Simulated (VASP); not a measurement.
# SbSe2 (P4/mmm) in VASP: a series of runs, part 2 of 3

VASP 6.6.1.

**4. Relaxation of cell and atoms, PBE**

Input file INCAR:

```
PREC = Accurate
ENCUT = 600
EDIFF = 1E-6
ISMEAR = 0
SIGMA = 0.1
LREAL = False
LASPH = True
NELM = 100
ALGO = Normal
ISIF = 3
LWAVE = False
LCHARG = False
GGA = PE
IBRION = 2
NSW = 90
EDIFFG = -0.04
```

Input file KPOINTS:

```
Automatic mesh
0
Gamma
  6 6 4
```

Input file POSCAR:

```
SbSe2
1.0
    3.3647960200      0.0000000000      0.0000000000
    0.0000000000      3.3647960200      0.0000000000
    0.0000000000      0.0000000000      6.9753548400
Sb Se
1 2
Direct
    0.0000000000      0.0000000000      0.0000000000
    0.5000000000      0.5000000000      0.2843227100
    0.5000000000      0.5000000000      0.7156772900
```

Potentials or basis: VASP PAW PBE potentials, release 64 (Sb, Se).

The run is started by

```
cat potpaw_PBE.64/Sb/POTCAR potpaw_PBE.64/Se/POTCAR > POTCAR
mpirun -np 1 vasp_std > vasp.out
```

OUTCAR:

```text
PREC = Accurate
   ENCUT = 600
   EDIFF = 1E-6
   ISMEAR = 0
   LREAL = False
   LASPH = True
   NELM = 100
   ISIF = 3
   GGA = PE
   IBRION = 2
   NSW = 90
   EDIFFG = -0.04

 ion  position               nearest neighbor table
   1  0.000  0.000  0.000-   2 3.10   3 3.10   2 3.10   3 3.10   2 3.10   3 3.10   2 3.10   3 3.10

   2  0.500  0.500  0.284-   1 3.10   1 3.10   1 3.10   1 3.10
   3  0.500  0.500  0.716-   1 3.10   1 3.10   1 3.10   1 3.10

  LATTYP: Found a simple tetragonal cell.
 ALAT       =     3.3647960200
 C/A-ratio  =     2.0730394349

  Lattice vectors:

 A1 = (   3.3647960200,   0.0000000000,   0.0000000000)
 A2 = (   0.0000000000,   3.3647960200,   0.0000000000)
 A3 = (   0.0000000000,   0.0000000000,   6.9753548400)

Analysis of symmetry for initial positions (statically):
=====================================================================
 Subroutine PRICEL returns:
 Original cell was already a primitive cell.

 Routine SETGRP: Setting up the symmetry group for a
 simple tetragonal supercell.

 Subroutine GETGRP returns: Found 16 space group operations
 (whereof 16 operations were pure point group operations)
 out of a pool of 16 trial point group operations.

The static configuration has the point symmetry D_4h.

Analysis of symmetry for dynamics (positions and initial velocities):
=====================================================================
 Subroutine PRICEL returns:
 Original cell was already a primitive cell.

 Routine SETGRP: Setting up the symmetry group for a
 simple tetragonal supercell.

 Subroutine GETGRP returns: Found 16 space group operations
 (whereof 16 operations were pure point group operations)
 out of a pool of 16 trial point group operations.

The dynamic configuration has the point symmetry D_4h.

 Subroutine INISYM returns: Found 16 space group operations
 (whereof 16 operations are pure point group operations),
 and found     1 'primitive' translations

----------------------------------------------------------------------------------------
[... 148 lines left out ...]

  FORCE on cell =-STRESS in cart. coord.  units (eV):
  Direction    XX          YY          ZZ          XY          YZ          ZX
  --------------------------------------------------------------------------------------
  -------------------------------------------------------------------------------------
  Total       -0.2209490     -0.2209490     -2.1634676      0.0000000      0.0000000      0.0000000
  in kB       -4.4824843     -4.4824843    -43.8911737      0.0000000      0.0000000      0.0000000
  external PRESSURE =     -17.6187141 kB  Pullay stress =       0.0000000 kB
[... 92 lines left out ...]
  FREE ENERGIE OF THE ION-ELECTRON SYSTEM (eV)
  ---------------------------------------------------
  free  energy   TOTEN  =       -10.3262712619 eV

  energy  without entropy=      -10.3135472573  energy(sigma->0) =      -10.31990926

 E-fermi :   5.7142     XC(G=0):  -9.4495

 val. band max:        5.7066433987   @ k =   0.5000   0.0000   0.2500
 cond. band min:       5.7480663485   @ k =   0.5000   0.0000   0.5000
 fundamental gap:      0.0414229498
 Fermi energy:         5.7142419459

 k-point     1 :       0.0000    0.0000    0.0000
  band No.  band energies     occupation
      1     -10.1024      2.00000
      2      -6.5343      2.00000
      3      -3.7878      2.00000
      4       0.2013      2.00000
      5       1.4702      2.00000
      6       1.4702      2.00000
      7       4.9331      2.00000
      8       4.9331      2.00000
      9       5.2832      2.00000
     10       8.2081      0.00000
     11       8.2081      0.00000
     12       9.4653      0.00000
[... 333 lines left out ...]
      1      -8.3597      2.00000
      2      -8.0439      2.00000
      3      -4.8702      2.00000
      4       0.2293      2.00000
      5       2.7561      2.00000
      6       3.4502      2.00000
      7       3.5571      2.00000
      8       3.9374      2.00000
      9       4.7212      2.00000
     10       5.7481      0.63240
     11       5.7944      0.25678
     12       7.8369      0.00000

 [... further k-points ...]

[... ionic steps 4 to 16 ...]

--------------------------------------- Ionic step       17  -------------------------------------------

 number of electron      17.0000003 magnetization

------------------------ aborting loop because EDIFF is reached ----------------------------------------
[... 69 lines left out ...]
--------------------------------------- Ionic step       19  -------------------------------------------

 number of electron      17.0000003 magnetization

 Free energy of the ion-electron system (eV)
  ---------------------------------------------------
  ext. energy  EPLUGINS =         0.00000000
  ---------------------------------------------------
  free energy    TOTEN  =       -10.93137576 eV

  energy without entropy =      -10.92107970  energy(sigma->0) =      -10.92622773

 E-fermi :   5.2096     XC(G=0):  -9.2524

 val. band max:        5.1494661614   @ k =   0.3333   0.0000   0.0000
 cond. band min:       5.2298787299   @ k =   0.3333   0.0000   0.2500
 fundamental gap:      0.0804125686
 Fermi energy:         5.2095925636

 k-point     1 :       0.0000    0.0000    0.0000
  band No.  band energies     occupation
      1     -10.1926      2.00000
      2      -7.0961      2.00000
      3      -4.2051      2.00000
      4       0.0661      2.00000
      5       1.2754      2.00000
      6       1.2754      2.00000
      7       4.3889      2.00000
      8       4.3889      2.00000
      9       4.6637      2.00000
     10       7.6106      0.00000
     11       7.6106      0.00000
     12       8.2960      0.00000
[... 375 lines left out ...]
  FREE ENERGIE OF THE ION-ELECTRON SYSTEM (eV)
  ---------------------------------------------------
  free  energy   TOTEN  =       -10.9313757575 eV

  energy  without entropy=      -10.9210797007  energy(sigma->0) =      -10.92622773

 reached required accuracy - stopping structural energy minimisation
```

OSZICAR:

```text
N       E                     dE             d eps       ncg     rms          rms(c)
DAV:   1     0.962388347427E+02    0.96239E+02   -0.67947E+03   720   0.125E+03
DAV:   2    -0.281528595958E+01   -0.99054E+02   -0.95656E+02   984   0.194E+02
DAV:   3    -0.103905262754E+02   -0.75752E+01   -0.73877E+01   888   0.601E+01
DAV:   4    -0.105184273234E+02   -0.12790E+00   -0.12686E+00   780   0.865E+00
[... 185 lines left out ...]
       N       E                     dE             d eps       ncg     rms          rms(c)
DAV:   1    -0.109316832284E+02   -0.43616E-03   -0.10880E-02   720   0.659E-01    0.933E-02
DAV:   2    -0.109314678956E+02    0.21533E-03   -0.39711E-04   752   0.139E-01    0.455E-02
DAV:   3    -0.109313765572E+02    0.91338E-04   -0.23024E-04   736   0.895E-02    0.113E-02
DAV:   4    -0.109313757575E+02    0.79974E-06   -0.50352E-06   772   0.173E-02
  19 F= -.10931376E+02 E0= -.10926228E+02  d E =-.950932E-01
```

Run time: 4.9 min. Hardware: 1 thread of Intel Xeon Platinum 8375C at 2.90GHz (Ice Lake), shared host; peak memory 0.23 GiB.

Results:

```yaml
Free_energy: -10.9314 eV
Relaxed_volume: 27.30 Å³/atom
Relaxed_cell: a = 3.868 Å, b = 3.868 Å, c = 5.475 Å, α = 90.00°, β = 90.00°, γ = 90.00°
Space_group_after_relaxing_to_0.05_Å: P4/mmm (No. 123)
Energy_gained_by_relaxing: 229.9 meV/atom
Ionic_steps: 19
Pressure_after_relaxing: 0.0 GPa
Largest_force_after_relaxing: 0.011 eV/Å
```

Forces on the atoms (eV/Å):
```
Sb   0.000  0.000  0.000
Se   0.000  0.000 -0.011
Se   0.000  0.000  0.011
```

The path:
| step | energy change (eV) | largest force (eV/Å) | pressure (GPa) | volume (Å³) |
| --- | --- | --- | --- | --- |
| 1 | 0.0000 | 0.5996 | -1.76 | 78.97 |
| 2 | -0.0762 | 0.3502 | 1.45 | 75.69 |
| 3 | -0.0847 | 0.1676 | 3.13 | 74.32 |
| 4 | -0.1351 | 0.0422 | 3.65 | 74.42 |
| 5 | -0.2726 | 0.2052 | 5.29 | 74.54 |
| 6 | -0.4334 | 0.4008 | 7.71 | 73.93 |
| 7 | 3.2733 | 9.0297 | 33.64 | 68.89 |
| 8 | -0.4713 | 0.0180 | 7.24 | 73.80 |
| 9 | -0.0744 | 1.3504 | 12.11 | 71.95 |
| 10 | -0.4924 | 0.0363 | 7.30 | 73.58 |
| 11 | -0.4599 | 0.2170 | 8.66 | 72.87 |
| 12 | -0.5026 | 0.0372 | 7.57 | 73.27 |
| 13 | -0.5821 | 0.0906 | 5.47 | 75.53 |
| 14 | -0.5905 | 0.2413 | 4.00 | 77.51 |
| 15 | -0.5947 | 0.1701 | 4.49 | 76.81 |
| 16 | -0.6448 | 0.0889 | 2.97 | 78.24 |
| 17 | -0.6869 | 0.0045 | 0.71 | 80.90 |
| 18 | -0.6896 | 0.0081 | 0.15 | 81.68 |
| 19 | -0.6898 | 0.0111 | 0.01 | 81.89 |

Final structure:
```
Sb Se
1.0
     3.86755    0.00000    0.00000
     0.00000    3.86755    0.00000
     0.00000    0.00000    5.47500
Sb Se
1 2
Direct
  0.00000 0.00000 0.00000
  0.50000 0.50000 0.25540
  0.50000 0.50000 0.74460
```

Levels at points of the mesh, in eV from the Fermi level:
```csv
k point,band 5,band 6,band 7,band 8,band 9,band 10,band 11,band 12
"(0.00, 0.00, 0.00)",-3.93,-3.93,-0.82,-0.82,-0.55,2.40,2.40,3.09
"(0.50, 0.00, 0.00)",-4.25,-2.68,-2.46,-0.54,-0.45,0.05,2.93,3.10
"(0.50, 0.50, 0.00)",-6.40,-5.86,-2.51,-2.51,-1.01,0.87,0.87,3.29
"(0.00, 0.00, 0.50)",-3.48,-3.10,-1.96,-1.96,-1.92,-0.60,3.29,3.35
"(0.50, 0.00, 0.50)",-3.14,-2.37,-1.95,-1.64,-1.07,0.11,0.28,2.05
"(0.50, 0.50, 0.50)",-6.03,-3.80,-3.80,-2.11,-1.85,-1.53,2.92,2.92
```

Caveat: spin-orbit coupling is left out, which moves the levels of the heavy elements.

**5. Single point, PBE**

This run uses another cell than the first one, of 27.34 Å³/atom, 1.038 times its volume.

Input file INCAR:

```
PREC = Accurate ; ENCUT = 520
EDIFF = 1E-6 ; ISMEAR = 0
SIGMA = 0.1 ; LREAL = F
LASPH = T ; NELM = 100
ALGO = Normal ; ISIF = 2
LWAVE = F ; LCHARG = F
GGA = PE ; NBANDS = 16
```

Input file KPOINTS:

```
Automatic mesh
0
Gamma
  12 12 8
```

Input file POSCAR:

```
SbSe2
1.0
    3.8031437687      0.0000000000      0.0000000000
    0.0000000000      3.8031437687      0.0000000000
    0.0000000000      0.0000000000      5.6700710163
Sb Se
1 2
Direct
    0.0000000000      0.0000000000      0.0000000000
    0.5000000000      0.5000000000      0.2569556149
    0.5000000000      0.5000000000      0.7430443851
```

The run is started by

```
cat potpaw_PBE.64/Sb/POTCAR potpaw_PBE.64/Se/POTCAR > POTCAR
mpirun -np 1 vasp_std > vasp.out
```

Run time: 1.8 min. Hardware: 1 thread of Intel Xeon Platinum 8375C at 2.90GHz (Ice Lake), shared host; peak memory 0.31 GiB.

The run converged. Its results:

* Free energy: -10.9568 eV
* Pressure: -0.1 GPa
* Largest force: 0.013 eV/Å

Forces on the atoms (eV/Å):
```
Sb   0.000  0.000  0.000
Se   0.000  0.000 -0.013
Se   0.000  0.000  0.013
```

Levels at points of the mesh, in eV from the Fermi level:
| k point | band 6 | band 7 | band 8 | band 9 | band 10 | band 11 | band 12 | band 13 |
| --- | --- | --- | --- | --- | --- | --- | --- | --- |
| (0.00, 0.00, 0.00) | -3.39 | -0.55 | -0.55 | -0.39 | 2.73 | 2.80 | 2.80 | 3.33 |
| (0.50, 0.00, 0.00) | -2.09 | -2.04 | -0.24 | 0.09 | 0.51 | 2.68 | 3.29 | 4.00 |
| (0.50, 0.50, 0.00) | -5.12 | -2.41 | -2.41 | -0.85 | 1.02 | 1.02 | 2.91 | 5.29 |
| (0.00, 0.00, 0.50) | -3.00 | -1.55 | -1.50 | -1.50 | -0.19 | 3.64 | 3.69 | 3.69 |
| (0.50, 0.00, 0.50) | -2.19 | -1.41 | -1.15 | -0.75 | 0.55 | 0.90 | 2.42 | 5.65 |
| (0.50, 0.50, 0.50) | -3.50 | -3.50 | -1.89 | -1.62 | -1.25 | 2.88 | 2.88 | 7.97 |

Caveat: spin-orbit coupling is left out, which moves the levels of the heavy elements.

[end of part 2 of 3]
